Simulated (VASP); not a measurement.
NiSb:

```
CELL_PARAMETERS angstrom
3.92800 0.00000 0.00000
-1.96400 3.40175 0.00000
0.00000 0.00000 5.12000
ATOMIC_POSITIONS crystal
Ni 0.00000 0.00000 0.00000
Ni 0.00000 0.00000 0.50000
Sb 0.33333 0.66667 0.25000
Sb 0.66667 0.33333 0.75000
```

* Program: VASP 6.6.1
* Task: relaxation of cell and atoms
* Functional: PBE
* Potentials or basis: VASP PAW PBE potentials, release 64 (Ni, Sb)
* Cutoff: 600 eV
* k mesh: 12 × 12 × 8
* Occupations: gaussian, width 0.1 eV
* Spin: no spin polarisation

At the start: pressure 3.7 GPa; volume 17.10 Å³/atom.

Where does the relaxation end?

Over 15 steps the energy falls by 5.7 meV/atom and the volume is 17.62 Å³/atom (+3.0 %); space group P6_3/mmc (No. 194, to 0.05 Å).

The path:
```tsv
step	energy change (eV)	largest force (eV/Å)	pressure (GPa)	volume (Å³)
1	0.0000	0.0000	3.73	68.41
2	-0.0045	0.0000	-2.68	72.43
3	-0.0225	0.0000	0.09	70.43
4	-0.0225	0.0000	0.02	70.50
5	-0.0225	0.0000	-0.07	70.54
6	-0.0226	0.0000	-0.12	70.47
7	-0.0222	0.0000	0.43	70.24
8	-0.0226	0.0000	0.13	70.41
9	-0.0226	0.0000	0.07	70.43
10	-0.0226	0.0000	0.10	70.44
11	-0.0226	0.0000	0.04	70.45
12	-0.0226	0.0000	0.02	70.45
13	-0.0226	0.0000	0.03	70.44
14	-0.0226	0.0000	0.05	70.44
15	-0.0226	0.0000	0.00	70.48
```

Final structure:
```yaml
crystal:
  lattice:
    - [3.97187, 0.00000, 0.00000]
    - [-1.98594, 3.43974, 0.00000]
    - [0.00000, 0.00000, 5.15878]
  atoms:
    - { symbol: Ni, position: [0.00000, 0.00000, 0.00000] }
    - { symbol: Ni, position: [0.00000, 0.00000, 0.50000] }
    - { symbol: Sb, position: [0.33333, 0.66667, 0.25000] }
    - { symbol: Sb, position: [0.66667, 0.33333, 0.75000] }
```
